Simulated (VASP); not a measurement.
Input of a VASP 6.6.1 run:

File INCAR:

```
PREC = Accurate
ENCUT = 520
EDIFF = 1E-7
ISMEAR = 0
SIGMA = 0.1
LREAL = F
LASPH = T
NELM = 60
ALGO = Fast
ISIF = 2
LWAVE = F
LCHARG = F
GGA = PE
NBANDS = 11
```

Contents of KPOINTS:

```
regular mesh
0
Gamma
  12 12 12
```

Contents of POSCAR:

```
Sr
1.0
   -2.3752254294      2.3752254294      2.3752254294
    2.3752254294     -2.3752254294      2.3752254294
    2.3752254294      2.3752254294     -2.3752254294
Sr
1
Direct
    0.0000000000      0.0000000000      0.0000000000
```

Potentials or basis: VASP PAW PBE potentials, release 64 (Sr_sv).

Launch:

```sh
$ cat potpaw_PBE.64/Sr_sv/POTCAR > POTCAR
$ mpirun -np 1 vasp_std > vasp.out
```

(1) Estimate the band gap on the k mesh.

(2) Estimate the pressure.

## Answers

(1) zero (bands 5 and 6 overlap by 0.52 eV).

(2) 0.1 GPa.
